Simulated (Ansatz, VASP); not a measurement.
Two plane-wave programs on MoS2

```
Mo S
1.0
     3.14142    0.00000    0.00000
    -1.57071    2.72055    0.00000
     0.00000    0.00000   12.57898
Mo S
2 4
Direct
  0.33333 0.66667 0.25000
  0.66667 0.33333 0.75000
  0.33333 0.66667 0.62606
  0.66667 0.33333 0.12606
  0.33333 0.66667 0.87394
  0.66667 0.33333 0.37394
```

Alike in both runs: functional PBEsol; k mesh 12 × 12 × 4; occupations gaussian, width 0.02 eV; no spin polarisation.

Ansatz relaxed the structure, and its values are those at the end. VASP's run is a single point on that final structure, the one shown.

|  | VASP | Ansatz |
| --- | --- | --- |
| version | VASP 6.6.1 | Ansatz 0.2.0 |
| potentials or method | VASP PAW PBE potentials, release 64 (Mo_sv, S), cutoff 520 eV | scalar-relativistic, plane waves, PAW |
| valence electrons in the cell | 52 | 52 |

|  | VASP | Ansatz | Ansatz less VASP |
| --- | --- | --- | --- |
| gap on the k mesh at the Fermi level (eV) | 0.99 | 0.98 | -0.015 |
| least direct gap on the mesh (eV) | 1.75 | 1.74 | -0.005 |
| pressure (GPa) | 0.0 | 0.0 | +0.03 |

VASP's potentials were made for PBE, not for PBEsol.
